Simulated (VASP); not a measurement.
Here is a VASP 6.6.1 calculation.

Contents of INCAR:

```
ALGO     = Normal         # electronic algorithm
EDIFF    = 1E-8           # SCF threshold, eV
ENCUT    = 520            # plane-wave cutoff, eV
ISIF     = 2              # what is computed and relaxed
ISMEAR   = -1             # smearing method
LASPH    = T              # aspherical terms in the spheres
LCHARG   = F              # write CHGCAR
LEFG     = T            
LREAL    = F              # projectors in reciprocal space
LWAVE    = F              # write WAVECAR
NBANDS   = 21             # bands
NELM     = 80             # most SCF steps
PREC     = Accurate       # precision mode
SIGMA    = 0.05           # smearing width, eV
```

The input KPOINTS:

```
k-points
0
Gamma
  10 10 10
```

Contents of POSCAR:

```
Ge
1.0
    0.0000000000      2.8287700000      2.8287700000
    2.8287700000      0.0000000000      2.8287700000
    2.8287700000      2.8287700000      0.0000000000
Ge
2
Direct
    0.5000000000      0.5000000000      0.5000000000
    0.7500000000      0.7500000000      0.7500000000
```

Potentials or basis: VASP PAW LDA potentials, release 64 (Ge_d).

Run with:

```console
$ cat potpaw_LDA.64/Ge_d/POTCAR > POTCAR
$ mpirun -np 1 vasp_std > vasp.out
```

Q: What does it give for the band gap on the k mesh?

A: Zero (filled and empty bands touch).

Q: Predict the pressure.

A: -1.2 GPa.

Caveat: without QUAD_EFG the Cq values of the log hold for a quadrupole moment of 1 mb, not for the nuclei.

**What was measured.**

From “Electronic and optical properties of SixGe1-x-ySny alloys lattice-matched to Ge”, 2021, arxiv:2109.02782, for a bulk crystal of Ge at 300 K: band gap 0.807 eV (direct).

Against the measured gap of Ge, 0.807 eV (direct; 300 K; “Electronic and optical properties of SixGe1-x-ySny alloys lattice-matched to Ge”, 2021, arxiv:2109.02782), the calculated 0.00 eV is off by -0.81 eV. 3 values of this kind are on record (0.666 to 0.807 eV); this one was drawn at random among those near their median. Spin-orbit coupling on Ge is left out. The value is that of LDA on a finite k mesh, which can miss the band edges, without temperature or zero-point motion. Semilocal functionals fall short of measured gaps as a rule.
